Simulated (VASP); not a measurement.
A run of VASP 6.6.1 is set up as follows.

Contents of INCAR:

```
PREC     = Accurate       # precision mode
ENCUT    = 520            # plane-wave cutoff, eV
EDIFF    = 1E-6           # SCF threshold, eV
ISMEAR   = -1             # smearing method
SIGMA    = 0.05           # smearing width, eV
LREAL    = False          # projectors in reciprocal space
LASPH    = True           # aspherical terms in the spheres
NELM     = 80             # most SCF steps
ALGO     = Normal         # electronic algorithm
ISIF     = 2              # what is computed and relaxed
LWAVE    = False          # write WAVECAR
LCHARG   = False          # write CHGCAR
GGA      = CA             # functional
NBANDS   = 26             # bands
```

Contents of KPOINTS:

```
regular mesh
0
Gamma
  6 6 6
```

File POSCAR:

```
CaOsO3
1.0
    3.9521630000      0.0000000000      0.0000000000
    0.0000000000      3.9521630000      0.0000000000
    0.0000000000      0.0000000000      3.9521630000
Ca Os O
1 1 3
Direct
    0.0000000000      0.0000000000      0.0000000000
    0.5000000000      0.5000000000      0.5000000000
    0.5000000000      0.5000000000      0.0000000000
    0.5000000000      0.0000000000      0.5000000000
    0.0000000000      0.5000000000      0.5000000000
```

Potentials or basis: VASP PAW LDA potentials, release 64 (Ca_sv, Os, O).

Run with:

```console
$ cat potpaw_LDA.64/Ca_sv/POTCAR potpaw_LDA.64/Os/POTCAR potpaw_LDA.64/O/POTCAR > POTCAR
$ mpirun -np 1 vasp_std > vasp.out
```

Question: Estimate the pressure.

Answer: -12.4 GPa.

Question: What does it give for the band gap on the k mesh?

Answer: Zero (band 18 reaches 6.67 eV, above the bottom of band 19 at 2.73 eV).

Caveat: spin-orbit coupling is left out, which moves the levels of the heavy elements.
